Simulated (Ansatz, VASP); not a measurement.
## Si3Sn in VASP and in Ansatz

INCAR

```
ALGO = Normal
EDIFF = 1E-7
ENCUT = 520
GGA = PE
ISIF = 2
ISMEAR = 0
LASPH = T
LCHARG = F
LREAL = F
LWAVE = F
NBANDS = 21
NELM = 80
PREC = Accurate
SIGMA = 0.01
```

The input KPOINTS:

```
k-points
0
Gamma
  6 6 4
```

File POSCAR:

```
Si3Sn
1.0
    4.0649598027      0.0000000000      0.0000000000
    0.0000000000      4.0649598027      0.0000000000
    0.0000000000      0.0000000000      5.7835424902
Si Sn
3 1
Direct
    0.5000000000      0.0000000000      0.7754124099
    0.5000000000      0.5000000000      0.0000000000
    0.0000000000      0.5000000000      0.2245875901
    0.0000000000      0.0000000000      0.5000000000
```

Input for Ansatz:

```yaml
crystal:
  lattice:
    - [4.0649598027, 0.0, 0.0]
    - [0.0, 4.0649598027, 0.0]
    - [0.0, 0.0, 5.7835424902]
  atoms:
    - { symbol: Si, position: [0.5, 0.0, 0.7754124099] }
    - { symbol: Si, position: [0.5, 0.5, 0.0] }
    - { symbol: Si, position: [0.0, 0.5, 0.2245875901] }
    - { symbol: Sn, position: [0.0, 0.0, 0.5] }
kpoints:
  mp_grid: { grid: [6, 6, 4] }
hamiltonian:
  xc: pbe
scf:
  occupations: { method: fixed }
  n_extra_bands: 5
output:
  forces: true
  stress: true
  eigenvalues: true
```

Alike in both runs: task single point; functional PBE; k mesh 6 × 6 × 4; no spin polarisation.

```csv
,VASP,Ansatz
version,VASP 6.6.1,Ansatz 0.2.0
potentials or method,"VASP PAW PBE potentials, release 64 (Si, Sn_d)","plane waves, PAW"
plane-wave cutoff (eV),520,420
occupations,"gaussian, width 0.01 eV",fixed
valence electrons in the cell,26,26
```

VASP gave:

| Item | Value |
| --- | --- |
| gap on the k mesh at the Fermi level (eV) | 0.24 |
| pressure (GPa) | -0.1 |

What did Ansatz give for the same quantities?

gap on the k mesh at the Fermi level (eV): 0.24; pressure (GPa): 0.0.
